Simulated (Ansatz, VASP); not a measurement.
## One calculation of Hf, two programs

```
Hf
1.0
     0.00000    2.22000    2.22000
     2.22000    0.00000    2.22000
     2.22000    2.22000    0.00000
Hf
1
Direct
  0.00000 0.00000 0.00000
```

Alike in both runs: functional BLYP; k mesh 10 × 10 × 10; occupations fermi-dirac, width 0.05 eV; no spin polarisation.

```csv
,VASP,Ansatz
version,VASP 6.6.1,Ansatz 0.2.0
potentials or method,"VASP PAW PBE potentials, release 64 (Hf_pv)",Ansatz PAW
plane-wave cutoff (eV),520,420
valence electrons in the cell,10,26
task,single point,band structure
```

|  | VASP | Ansatz | Ansatz less VASP |
| --- | --- | --- | --- |
| gap on the k mesh at the Fermi level (eV) | none | none | - |
| pressure (GPa) | 6.0 | 6.0 | -0.05 |

VASP's potentials were made for PBE, not for BLYP. A gap of «none» marks a metal or a gap that the smearing closes. VASP's potentials hold 10 valence electrons a cell and Ansatz's 26, so a difference there can come from the potentials and not from the codes.

Neither program's run includes spin-orbit coupling.
